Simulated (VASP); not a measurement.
# Bi2Te3 (R-3m) in VASP: single point with PBE

Aim: the single point of Bi2Te3 with PBE.

All numbers are computed with VASP 6.6.1; they aren't measurements. Logs are shortened: lines on timing, memory, paths and dates and some standing lists are left out, and cuts for length are marked.

## (1) The cell of the first run

The structure is trigonal, space group R-3m (No. 166). The conventional cell has a = 4.448 Å, b = 4.448 Å, c = 32.051 Å, α = 90.00°, β = 90.00°, γ = 120.00°. Bi (site symmetry 3m) has 6 Te at 3.09 to 3.29 Å within 4.1 Å. Within 4.6 Å of Te (site symmetry -3m) lie 6 Bi at 3.29 Å and 12 Te at 4.45 to 4.56 Å. Within 4.1 Å of Te (site symmetry 3m) lie 3 Bi at 3.09 Å and 3 Te at 4.06 Å.

## (2) Single point, PBE

POSCAR reads:

```
Bi2Te3
1.0
    2.2240699007      1.2840673557     10.6836062791
   -2.2240699007      1.2840673557     10.6836062791
    0.0000000000     -2.5681347119     10.6836062790
Bi Te
2 3
Direct
    0.3974180604      0.3974180604      0.3974180604
    0.6025819396      0.6025819396      0.6025819396
    0.0000000000      0.0000000000      0.0000000000
    0.2156238352      0.2156238352      0.2156238352
    0.7843761648      0.7843761648      0.7843761648
```

INCAR.step1 reads:

```
SYSTEM = Bi2Te3
  PREC = Accurate
  ENCUT = 520
  EDIFF = 1E-7
  ISMEAR = 0
  SIGMA = 0.02
  LREAL = .FALSE.
  LASPH = .TRUE.
  NELM = 100
  ALGO = Normal
  ISIF = 2
  LWAVE = .FALSE.
  LCHARG = .TRUE.
  GGA = PE
  NBANDS = 32
```

KPOINTS.step1 reads:

```
regular mesh
0
G
  9 9 9
  0 0 0
```

INCAR.step2 reads:

```
SYSTEM = Bi2Te3
  PREC = Accurate
  ENCUT = 520
  EDIFF = 1E-7
  ISMEAR = -5
  SIGMA = 0.02
  LREAL = .FALSE.
  LASPH = .TRUE.
  NELM = 100
  ALGO = Normal
  ISIF = 2
  LWAVE = .FALSE.
  LCHARG = .FALSE.
  GGA = PE
  LORBIT = 10
  NBANDS = 32
  NEDOS = 2001
  ICHARG = 11
```

KPOINTS.step2 reads:

```
regular mesh
0
G
  14 14 14
  0 0 0
```

Potentials or basis: VASP PAW PBE potentials, release 64 (Bi_d, Te).

Launch:

```console
> cat potpaw_PBE.64/Bi_d/POTCAR potpaw_PBE.64/Te/POTCAR > POTCAR
> cp INCAR.step1 INCAR
> cp KPOINTS.step1 KPOINTS
> mpirun -np 1 vasp_std > vasp.out
> cp INCAR.step2 INCAR
> cp KPOINTS.step2 KPOINTS
> mpirun -np 1 vasp_std > vasp.out
```

OUTCAR:

```text
SYSTEM = Bi2Te3
   PREC = Accurate
   ENCUT = 520
   EDIFF = 1E-7
   ISMEAR = -5
   LREAL = .FALSE.
   LASPH = .TRUE.
   NELM = 100
   ISIF = 2
   GGA = PE
   LORBIT = 10
   ICHARG = 11

 ion  position               nearest neighbor table
   1  0.397  0.397  0.397-   5 3.09   5 3.09   5 3.09   3 3.29   3 3.29   3 3.29
   2  0.603  0.603  0.603-   4 3.09   4 3.09   4 3.09   3 3.29   3 3.29   3 3.29
   3  0.000  0.000  0.000-   2 3.29   2 3.29   1 3.29   1 3.29   2 3.29   1 3.29
   4  0.216  0.216  0.216-   2 3.09   2 3.09   2 3.09
   5  0.784  0.784  0.784-   1 3.09   1 3.09   1 3.09

  LATTYP: Found a trigonal (rhomboedric) cell.
 ALAT       =    10.9879369776
 COS(alpha) =     0.9180602676

  Lattice vectors:

 A1 = (   2.2240699007,   1.2840673557,  10.6836062791)
 A2 = (  -2.2240699007,   1.2840673557,  10.6836062791)
 A3 = (   0.0000000000,  -2.5681347119,  10.6836062790)

Analysis of symmetry for initial positions (statically):
=====================================================================
 Subroutine PRICEL returns:
 Original cell was already a primitive cell.

 Routine SETGRP: Setting up the symmetry group for a
 trigonal (rhombohedral) supercell.

 Subroutine GETGRP returns: Found 12 space group operations
 (whereof 12 operations were pure point group operations)
 out of a pool of 12 trial point group operations.

The static configuration has the point symmetry D_3d.

Analysis of symmetry for dynamics (positions and initial velocities):
=====================================================================
 Subroutine PRICEL returns:
 Original cell was already a primitive cell.

 Routine SETGRP: Setting up the symmetry group for a
 trigonal (rhombohedral) supercell.

 Subroutine GETGRP returns: Found 12 space group operations
 (whereof 12 operations were pure point group operations)
 out of a pool of 12 trial point group operations.

The dynamic configuration has the point symmetry D_3d.

 Subroutine INISYM returns: Found 12 space group operations
 (whereof 12 operations are pure point group operations),
 and found     1 'primitive' translations

----------------------------------------------------------------------------------------

                                     Primitive cell

  volume of cell :     183.0650

  direct lattice vectors                    reciprocal lattice vectors
     2.224069901  1.284067356 10.683606279     0.224813078  0.129795891  0.031200451
    -2.224069901  1.284067356 10.683606279    -0.224813078  0.129795891  0.031200451
     0.000000000 -2.568134712 10.683606279     0.000000000 -0.259591782  0.031200451

  length of vectors
    10.987936978 10.987936978 10.987936978     0.261460057  0.261460057  0.261460057

  position of ions in fractional coordinates (direct lattice)
     0.397418060  0.397418060  0.397418060
     0.602581940  0.602581940  0.602581940
     0.000000000  0.000000000  0.000000000
     0.215623835  0.215623835  0.215623835
     0.784376165  0.784376165  0.784376165

  ion indices of the primitive-cell ions
   primitive index   ion index
                 1           1
                 2           2
                 3           3
                 4           4
                 5           5

----------------------------------------------------------------------------------------

 KPOINTS: regular mesh

Automatic generation of k-mesh.
 Grid dimensions read from file:
 generate k-points for:   14   14   14

 Generating k-lattice:

  Cartesian coordinates                     Fractional coordinates (reciprocal lattice)
     0.016058077  0.009271135  0.002228604     0.071428571  0.000000000  0.000000000
    -0.016058077  0.009271135  0.002228604     0.000000000  0.071428571  0.000000000
     0.000000000 -0.018542270  0.002228604     0.000000000  0.000000000  0.071428571

  Length of vectors
     0.018675718  0.018675718  0.018675718

  Shift w.r.t. Gamma in fractional coordinates (k-lattice)
     0.000000000  0.000000000  0.000000000

 TETIRR: Found   1372 inequivalent tetrahedra from    16464

 Subroutine IBZKPT returns following result:
 ===========================================

 Found    288 irreducible k-points:

 Following reciprocal coordinates:
            Coordinates               Weight
  0.000000  0.000000  0.000000      1.000000
  0.071429  0.000000  0.000000      6.000000
  0.142857 -0.000000  0.000000      6.000000
  0.214286  0.000000  0.000000      6.000000
  0.285714  0.000000  0.000000      6.000000
  0.357143  0.000000  0.000000      6.000000
[... 16 lines left out ...]
  0.214286  0.142857  0.000000     12.000000
  0.285714  0.142857  0.000000     12.000000
 [... further k-points ...]
   k-points           NKPTS =    288   k-points in BZ     NKDIM =    288   number of bands    NBANDS=     32
   number of dos      NEDOS =   2001   number of ions     NIONS =      5
   total plane-waves  NPLWV = 592704
   dimension x,y,z NGX =    84 NGY =   84 NGZ =   84
   dimension x,y,z NGXF=   168 NGYF=  168 NGZF=  168
   ions per type =               2   3
   NGX,Y,Z   is equivalent  to a cutoff of  12.71, 12.71, 12.71 a.u.
   NGXF,Y,Z  is equivalent  to a cutoff of  25.42, 25.42, 25.42 a.u.
 SYSTEM =  Bi2Te3
   PREC   = accura    normal or accurate (medium, high low for compatibility)
   ISTART =      0    job   : 0-new  1-cont  2-samecut
   ICHARG =     11    charge: 1-file 2-atom 10-const
   ISPIN  =      1    spin polarized calculation?
   LNONCOLLINEAR =      F non collinear calculations
   LSORBIT =      F    spin-orbit coupling
   LASPH  =      T    aspherical Exc in radial PAW
   ENCUT  =  520.0 eV  38.22 Ry    6.18 a.u.  20.43 20.43 20.43*2*pi/ulx,y,z
   NELM   =    100;   NELMIN=  2; NELMDL=  0     # of ELM steps
   EDIFF  = 0.1E-06   stopping-criterion for ELM
   LREAL  =      F    real-space projection
   EDIFFG = 0.1E-05   stopping-criterion for IOM
   NSW    =      0    number of steps for IOM
   IBRION =     -1    ionic relax: 0-MD 1-quasi-New 2-CG
   NFREE  =      0    steps in history (QN), initial steepest desc. (CG)
   ISIF   =      2    stress and relaxation
   ISYM   =      2    0-nonsym 1-usesym 2-fastsym
   POTIM  = 0.5000    time-step for ionic-motion
   TEBEG  =    0.0;   TEEND  =   0.0 temperature during run
   PSTRESS=    0.0 pullay stress
   NELECT =      48.0000    total number of electrons
   NUPDOWN=      -1.0000    fix difference up-down
   EMIN   =  10.00;   EMAX   =-10.00  energy-range for DOS
   EFERMI =   0.00;   METHOD = LEGACY
   ISMEAR =    -5;   SIGMA  =   0.02  broadening in eV -4-tet -1-fermi 0-gaus
   EFERMI_NEDOS =   21; number of points for ismear=-14 and -15
   IALGO  =     38    algorithm
   IMIX   =      4    mixing-type and parameters
     AMIX     =   0.40;   BMIX     =  1.00
     AMIX_MAG =   1.60;   BMIX_MAG =  1.00
  volume/ion in A,a.u.               =      36.61       247.08
  Fermi-wavevector in a.u.,A,eV,Ry     =   1.047820  1.980093 14.938208  1.097927
  Thomas-Fermi vector in A             =   2.182716
   LORBIT       =     10    0 simple, 1 ext, 2 COOP (PROOUT), +10 PAW based schemes
   GGA     = PE    functional components
   LHFCALC =     F    Hartree Fock is set to
   AEXX    =    0.0000 exact exchange contribution
   IVDW    =     0    specifies the selected vdW correction
   LEPSILON=     F    determine dielectric tensor
   LRPA    =     F    only Hartree local field effects (RPA)
 non-spin polarized calculation
 Fermi weights with tetrahedron method with Bloechl corrections
  energy-cutoff  :      520.00
  volume of cell :      183.07
 maximum number of plane-waves:      4959
 NGX is ok and might be reduce to    84

 number of electron      48.0000000 magnetization

 Free energy of the ion-electron system (eV)
  ---------------------------------------------------
  ext. energy  EPLUGINS =         0.00000000
  ---------------------------------------------------
  free energy    TOTEN  =       -18.40413056 eV

  energy without entropy =      -18.40413056  energy(sigma->0) =      -18.40413056

 E-fermi :   5.0490     XC(G=0):  -8.9332

 val. band max:        5.0473673279   @ k =   0.0000   0.0000   0.0000
 cond. band min:       5.5620905147   @ k =   0.0000   0.0000   0.0000
 fundamental gap:      0.5147231868
 Fermi energy:         5.0490200805

 k-point     1 :       0.0000    0.0000    0.0000
  band No.  band energies     occupation
      1     -17.8869      2.00000
      2     -17.8869      2.00000
      3     -17.8857      2.00000
      4     -17.8857      2.00000
      5     -17.8791      2.00000
      6     -17.8780      2.00000
[... 24 lines left out ...]
     31      10.2612      0.00000
     32      11.1494      0.00000

 k-point     2 :       0.0714    0.0000    0.0000
  band No.  band energies     occupation
      1     -17.8872      2.00000
      2     -17.8865      2.00000
      3     -17.8860      2.00000
      4     -17.8853      2.00000
      5     -17.8788      2.00000
      6     -17.8777      2.00000
[... 24 lines left out ...]
     31      10.2562      0.00000
     32      10.6550      0.00000
[... 733 lines left out ...]
     31       9.8208      0.00000
     32      10.2195      0.00000

 k-point    24 :       0.2857    0.1429    0.0000
  band No.  band energies     occupation
      1     -17.8900      2.00000
      2     -17.8889      2.00000
      3     -17.8836      2.00000
      4     -17.8836      2.00000
      5     -17.8774      2.00000
      6     -17.8772      2.00000
[... 24 lines left out ...]
     31       9.8147      0.00000
     32       9.9224      0.00000

 [... further k-points ...]

------------------------ aborting loop because EDIFF is reached ----------------------------------------

  FORCE on cell =-STRESS in cart. coord.  units (eV):
  Direction    XX          YY          ZZ          XY          YZ          ZX
  --------------------------------------------------------------------------------------
  -------------------------------------------------------------------------------------
  Total       -0.0200209     -0.0200209      0.0117883      0.0000000     -0.0000000      0.0000000
  in kB       -0.1752216     -0.1752216      0.1031705      0.0000000     -0.0000000      0.0000000
  external PRESSURE =      -0.0824243 kB  Pullay stress =       0.0000000 kB

 VOLUME and BASIS-vectors are now :
 -----------------------------------------------------------------------------
  energy-cutoff  :      520.00
  volume of cell :      183.07
      direct lattice vectors                 reciprocal lattice vectors
     2.224069901  1.284067356 10.683606279     0.224813078  0.129795891  0.031200451
    -2.224069901  1.284067356 10.683606279    -0.224813078  0.129795891  0.031200451
     0.000000000 -2.568134712 10.683606279     0.000000000 -0.259591782  0.031200451

 POSITION                                       TOTAL-FORCE (eV/Angst)
 -----------------------------------------------------------------------------------
      0.00000     -0.00000     12.73757         0.000000      0.000000     -0.007779
      0.00000     -0.00000     19.31324         0.000000     -0.000000      0.007779
      0.00000      0.00000      0.00000         0.000000      0.000000     -0.000000
      0.00000     -0.00000      6.91092         0.000000      0.000000     -0.004020
      0.00000     -0.00000     25.13990         0.000000     -0.000000      0.004020
 -----------------------------------------------------------------------------------
    total drift:                               -0.000000     -0.000000      0.000000

  FREE ENERGIE OF THE ION-ELECTRON SYSTEM (eV)
  ---------------------------------------------------
  free  energy   TOTEN  =       -18.4041305557 eV

  energy  without entropy=      -18.4041305557  energy(sigma->0) =      -18.40413056

 total charge

# of ion       s       p       d       tot
------------------------------------------
    1        1.603   1.105   9.943  12.651
    2        1.603   1.105   9.943  12.651
    3        1.382   1.970   0.019   3.371
    4        1.400   1.917   0.019   3.335
    5        1.400   1.917   0.019   3.335
--------------------------------------------------
tot          7.387   8.014  19.943  35.343
```

Run time: 3 h. Hardware: 1 thread of Intel Xeon Platinum 8259CL at 2.50GHz (Skylake/Cascade Lake), shared host; peak memory 2 GiB.

What came out:

```yaml
Valence_electrons_inside_the_program's_atomic_spheres: Bi 12.65; Te 3.37, 3.33 (each value once)
```

Levels at points of the mesh, in eV from the valence-band top:
```
           k point  band 21  band 22  band 23  band 24  band 25  band 26  band 27  band 28
(0.00, 0.00, 0.00)    -1.28    -0.60    -0.60     0.00     0.51     1.10     1.10     2.05
(0.50, 0.00, 0.00)    -2.37    -1.67    -0.70    -0.47     0.92     1.64     2.71     3.01
(0.50, 0.50, 0.00)    -1.61    -1.44    -0.98    -0.85     1.43     1.53     2.17     2.85
(0.50, 0.50, 0.50)    -1.17    -0.72    -0.72    -0.25     0.79     1.32     1.32     1.92
```

Caveat: spin-orbit coupling is left out, which moves the levels of the heavy elements.
